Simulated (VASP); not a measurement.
# Se (R-3) in VASP: further runs

Se is run at these levels: PBEsol; tasks: electric field gradients.

Program: VASP 6.6.1. These are calculated values, not measurements. Logs are shortened: lines on timing, memory, paths and dates and some standing lists are left out, and cuts for length are marked.

### 1 The cell of the first run

Symmetry: R-3, No. 148, trigonal system. Conventional cell: a = 11.703 Å, b = 11.703 Å, c = 4.429 Å, α = 90.00°, β = 90.00°, γ = 120.00°. Se (site symmetry 1) has 2 Se at 2.41 Å within 3.2 Å.

### 2 Electric field gradients, PBEsol (equal xx and yy strain of +3 %)

INCAR

```
ALGO     = Normal         # electronic algorithm
EDIFF    = 1E-8           # SCF threshold, eV
ENCUT    = 520            # plane-wave cutoff, eV
GGA      = PS             # functional
ISIF     = 2              # what is computed and relaxed
ISMEAR   = -1             # smearing method
LASPH    = T              # aspherical terms in the spheres
LCHARG   = F              # write CHGCAR
LEFG     = T            
LREAL    = F              # projectors in reciprocal space
LWAVE    = F              # write WAVECAR
NBANDS   = 27             # bands
NELM     = 80             # most SCF steps
PREC     = Accurate       # precision mode
SIGMA    = 0.01           # smearing width, eV
```

KPOINTS

```
k-points
0
Gamma
  6 6 6
```

POSCAR

```
Se
1.0
    5.8514298578      3.3783246035      1.4763300000
   -5.8514298578      3.3783246035      1.4763300000
    0.0000000000     -6.7566492071      1.4763300000
Se
6
Direct
    0.2806600000      0.1625100000      0.9181800000
    0.9181800000      0.2806600000      0.1625100000
    0.1625100000      0.9181800000      0.2806600000
    0.7193400000      0.8374900000      0.0818200000
    0.0818200000      0.7193400000      0.8374900000
    0.8374900000      0.0818200000      0.7193400000
```

Potentials or basis: VASP PAW PBE potentials, release 64 (Se).

Command:

```sh
cat potpaw_PBE.64/Se/POTCAR > POTCAR
mpirun -np 1 vasp_std > vasp.out
```

OUTCAR:

```text
EDIFF = 1E-8
   ENCUT = 520
   GGA = PS
   ISIF = 2
   ISMEAR = -1
   LASPH = T
   LREAL = F
   NELM = 80
   PREC = Accurate

 ion  position               nearest neighbor table
   1  0.281  0.163  0.918-   5 2.41   6 2.41
   2  0.918  0.281  0.163-   4 2.41   6 2.41
   3  0.163  0.918  0.281-   4 2.41   5 2.41
   4  0.719  0.837  0.082-   2 2.41   3 2.41
   5  0.082  0.719  0.837-   1 2.41   3 2.41
   6  0.837  0.082  0.719-   1 2.41   2 2.41

  LATTYP: Found a trigonal (rhomboedric) cell.
 ALAT       =     6.9160580374
 COS(alpha) =    -0.4316496267

  Lattice vectors:

 A1 = (   5.8514298578,   3.3783246035,   1.4763300000)
 A2 = (  -5.8514298578,   3.3783246035,   1.4763300000)
 A3 = (   0.0000000000,  -6.7566492071,   1.4763300000)

Analysis of symmetry for initial positions (statically):
=====================================================================
 Subroutine PRICEL returns:
 Original cell was already a primitive cell.

 Routine SETGRP: Setting up the symmetry group for a
 trigonal (rhombohedral) supercell.

 Subroutine GETGRP returns: Found  6 space group operations
 (whereof  6 operations were pure point group operations)
 out of a pool of 12 trial point group operations.

The static configuration has the point symmetry S_6 .

Analysis of symmetry for dynamics (positions and initial velocities):
=====================================================================
 Subroutine PRICEL returns:
 Original cell was already a primitive cell.

 Routine SETGRP: Setting up the symmetry group for a
 trigonal (rhombohedral) supercell.

 Subroutine GETGRP returns: Found  6 space group operations
 (whereof  6 operations were pure point group operations)
 out of a pool of 12 trial point group operations.

The dynamic configuration has the point symmetry S_6 .

 Subroutine INISYM returns: Found  6 space group operations
 (whereof  6 operations are pure point group operations),
 and found     1 'primitive' translations

----------------------------------------------------------------------------------------

                                     Primitive cell

  volume of cell :     175.1048

  direct lattice vectors                    reciprocal lattice vectors
     5.851429858  3.378324603  1.476330000     0.085449200  0.049334119  0.225785111
    -5.851429858  3.378324603  1.476330000    -0.085449200  0.049334119  0.225785111
     0.000000000 -6.756649207  1.476330000     0.000000000 -0.098668237  0.225785111

  length of vectors
     6.916058037  6.916058037  6.916058037     0.246402795  0.246402795  0.246402795

  position of ions in fractional coordinates (direct lattice)
     0.280660000  0.162510000  0.918180000
     0.918180000  0.280660000  0.162510000
     0.162510000  0.918180000  0.280660000
     0.719340000  0.837490000  0.081820000
     0.081820000  0.719340000  0.837490000
     0.837490000  0.081820000  0.719340000

  ion indices of the primitive-cell ions
   primitive index   ion index
                 1           1
                 2           2
                 3           3
                 4           4
                 5           5
                 6           6

----------------------------------------------------------------------------------------

 KPOINTS: k-points

Automatic generation of k-mesh.
 Grid dimensions read from file:
 generate k-points for:    6    6    6

 Generating k-lattice:

  Cartesian coordinates                     Fractional coordinates (reciprocal lattice)
     0.014241533  0.008222353  0.037630852     0.166666667 -0.000000000  0.000000000
    -0.014241533  0.008222353  0.037630852    -0.000000000  0.166666667  0.000000000
[... 45 lines left out ...]
   ions per type =               6
   NGX,Y,Z   is equivalent  to a cutoff of  12.98, 12.98, 12.98 a.u.
   NGXF,Y,Z  is equivalent  to a cutoff of  25.96, 25.96, 25.96 a.u.
 SYSTEM =  unknown system
   PREC   = accura    normal or accurate (medium, high low for compatibility)
   ISTART =      0    job   : 0-new  1-cont  2-samecut
   ICHARG =      2    charge: 1-file 2-atom 10-const
   ISPIN  =      1    spin polarized calculation?
   LNONCOLLINEAR =      F non collinear calculations
   LSORBIT =      F    spin-orbit coupling
   LASPH  =      T    aspherical Exc in radial PAW
   ENCUT  =  520.0 eV  38.22 Ry    6.18 a.u.  12.86 12.86 12.86*2*pi/ulx,y,z
   NELM   =     80;   NELMIN=  2; NELMDL= -5     # of ELM steps
   EDIFF  = 0.1E-07   stopping-criterion for ELM
   LREAL  =      F    real-space projection
   EDIFFG = 0.1E-06   stopping-criterion for IOM
   NSW    =      0    number of steps for IOM
   IBRION =     -1    ionic relax: 0-MD 1-quasi-New 2-CG
   NFREE  =      0    steps in history (QN), initial steepest desc. (CG)
   ISIF   =      2    stress and relaxation
   ISYM   =      2    0-nonsym 1-usesym 2-fastsym
   POTIM  = 0.5000    time-step for ionic-motion
   TEBEG  =    0.0;   TEEND  =   0.0 temperature during run
   PSTRESS=    0.0 pullay stress
   NELECT =      36.0000    total number of electrons
   NUPDOWN=      -1.0000    fix difference up-down
   EMIN   =  10.00;   EMAX   =-10.00  energy-range for DOS
   EFERMI =   0.00;   METHOD = LEGACY
   ISMEAR =    -1;   SIGMA  =   0.01  broadening in eV -4-tet -1-fermi 0-gaus
   EFERMI_NEDOS =   21; number of points for ismear=-14 and -15
   IALGO  =     38    algorithm
   IMIX   =      4    mixing-type and parameters
     AMIX     =   0.40;   BMIX     =  1.00
     AMIX_MAG =   1.60;   BMIX_MAG =  1.00
  volume/ion in A,a.u.               =      29.18       196.94
  Fermi-wavevector in a.u.,A,eV,Ry     =   0.966221  1.825892 12.702158  0.933582
  Thomas-Fermi vector in A             =   2.096004
   LORBIT       =      0    0 simple, 1 ext, 2 COOP (PROOUT), +10 PAW based schemes
   GGA     = PS    functional components
   LHFCALC =     F    Hartree Fock is set to
   AEXX    =    0.0000 exact exchange contribution
   IVDW    =     0    specifies the selected vdW correction
   LEPSILON=     F    determine dielectric tensor
   LRPA    =     F    only Hartree local field effects (RPA)
 non-spin polarized calculation
  energy-cutoff  :      520.00
  volume of cell :      175.10
 maximum number of plane-waves:      4734
 NGX is ok and might be reduce to    54
   NGX = 25   NGY = 25   NGZ = 25

 number of electron      35.9999999 magnetization

 Free energy of the ion-electron system (eV)
  ---------------------------------------------------
  ext. energy  EPLUGINS =         0.00000000
  ---------------------------------------------------
  free energy    TOTEN  =       -22.59702831 eV

  energy without entropy =      -22.59702831  energy(sigma->0) =      -22.59702831

 E-fermi :   2.0574     XC(G=0):  -8.7453

 val. band max:        1.8300935416   @ k =   0.5000   0.5000   0.5000
 cond. band min:       2.6934786072   @ k =  -0.1667   0.1667   0.1667
 fundamental gap:      0.8633850656
 Fermi energy:         2.0573862388

 k-point     1 :       0.0000    0.0000    0.0000
  band No.  band energies     occupation
      1     -13.5781      2.00000
      2     -12.0307      2.00000
      3     -12.0307      2.00000
      4      -9.9810      2.00000
      5      -9.9810      2.00000
      6      -8.4566      2.00000
[... 709 lines left out ...]
     26       7.7572      0.00000
     27       8.3131      0.00000

 [... further k-points ...]
[... 5 lines left out ...]
  --------------------------------------------------------------------------------------
  -------------------------------------------------------------------------------------
  Total       -4.3276908     -4.3276908     -1.4565040      0.0000004      0.0000000      0.0000000
  in kB      -39.5975875    -39.5975875    -13.3267477      0.0000040      0.0000000      0.0000000
  external PRESSURE =     -30.8406409 kB  Pullay stress =       0.0000000 kB

 VOLUME and BASIS-vectors are now :
 -----------------------------------------------------------------------------
  energy-cutoff  :      520.00
  volume of cell :      175.10
      direct lattice vectors                 reciprocal lattice vectors
     5.851429858  3.378324603  1.476330000     0.085449200  0.049334119  0.225785111
    -5.851429858  3.378324603  1.476330000    -0.085449200  0.049334119  0.225785111
     0.000000000 -6.756649207  1.476330000     0.000000000 -0.098668237  0.225785111

 POSITION                                       TOTAL-FORCE (eV/Angst)
 -----------------------------------------------------------------------------------
      0.69135     -4.70665      2.00980        -0.003327     -0.255511     -0.271816
      3.73040      2.95205      2.00980         0.222943      0.124874     -0.271816
     -4.42175      1.75460      2.00980        -0.219616      0.130637     -0.271816
     -0.69135      4.70665      2.41919         0.003327      0.255511      0.271816
     -3.73040     -2.95205      2.41919        -0.222943     -0.124874      0.271816
      4.42175     -1.75460      2.41919         0.219616     -0.130637      0.271816
 -----------------------------------------------------------------------------------
    total drift:                               -0.000000      0.000000      0.000000

  FREE ENERGIE OF THE ION-ELECTRON SYSTEM (eV)
  ---------------------------------------------------
  free  energy   TOTEN  =       -22.5970283058 eV

  energy  without entropy=      -22.5970283058  energy(sigma->0) =      -22.59702831

 Electric field gradients (V/A^2)
---------------------------------------------------------------------
 ion       V_xx      V_yy      V_zz      V_xy      V_xz      V_yz
---------------------------------------------------------------------
   1     310.250   -85.723  -224.528  -127.820   141.954   358.191
   2     -97.425   321.952  -224.528  -107.551  -381.180   -56.160
   3     123.966   100.562  -224.528   235.371   239.226  -302.032
   4     310.250   -85.723  -224.528  -127.820   141.954   358.191
   5     -97.425   321.952  -224.528  -107.551  -381.180   -56.160
   6     123.966   100.562  -224.528   235.371   239.226  -302.032
---------------------------------------------------------------------

 Electric field gradients after diagonalization (V/A^2)
 (convention: |V_zz| > |V_xx| > |V_yy|)
----------------------------------------------------------------------
 ion       V_xx      V_yy      V_zz     asymmetry (V_yy - V_xx)/ V_zz
----------------------------------------------------------------------
   1     352.475   209.274  -561.749       0.255
   2     352.475   209.274  -561.749       0.255
   3     352.475   209.274  -561.749       0.255
   4     352.475   209.274  -561.749       0.255
   5     352.475   209.274  -561.749       0.255
   6     352.475   209.274  -561.749       0.255
----------------------------------------------------------------------

           NMR quadrupolar parameters

 Cq : quadrupolar parameter    Cq=e*Q*V_zz/h
 eta: asymmetry parameters     (V_yy - V_xx)/ V_zz
 Q  : nuclear electric quadrupole moment in mb (millibarn)
----------------------------------------------------------------------
 ion       Cq(MHz)       eta       Q (mb)
----------------------------------------------------------------------
   1      -1.358       0.255       1.000
   2      -1.358       0.255       1.000
   3      -1.358       0.255       1.000
   4      -1.358       0.255       1.000
   5      -1.358       0.255       1.000
   6      -1.358       0.255       1.000
----------------------------------------------------------------------
```

It took 8.1 min on 1 thread of AMD EPYC 7R13, shared host; peak memory 0.42 GiB.

Results:

```yaml
Free_energy: -22.5970 eV
Pressure: -3.1 GPa
Largest_force: 0.373 eV/Å
Band_gap_on_the_k_mesh: 0.86 eV (least direct gap 1.13 eV)
Largest_electric_field_gradient_by_atom: Se -561.7 V/Å²
```

Forces in eV/Å, atoms in the order of the input:
```
Se  -0.003 -0.256 -0.272
Se   0.223  0.125 -0.272
Se  -0.220  0.131 -0.272
Se   0.003  0.256  0.272
Se  -0.223 -0.125  0.272
Se   0.220 -0.131  0.272
```

Electric field gradients, principal values (V/Å²):
| atom | least | middle | greatest (by size) |
| --- | --- | --- | --- |
| 1 Se | 209.274 | 352.475 | -561.749 |
| 2 Se | 209.274 | 352.475 | -561.749 |
| 3 Se | 209.274 | 352.475 | -561.749 |
| 4 Se | 209.274 | 352.475 | -561.749 |
| 5 Se | 209.274 | 352.475 | -561.749 |
| 6 Se | 209.274 | 352.475 | -561.749 |

Caveat: the cell differs from its parent crystal (equal xx and yy strain of +3 %); the cell stands under tension; this functional lacks dispersion, which holds the molecules together, so the pressure and a relaxed volume are unreliable; without QUAD_EFG the Cq values of the log hold for a quadrupole moment of 1 mb, not for the nuclei; the PAW data sets were made with another functional, which shifts forces and pressure a little. A k mesh can miss the band edges.

[end of part 1 of 3]
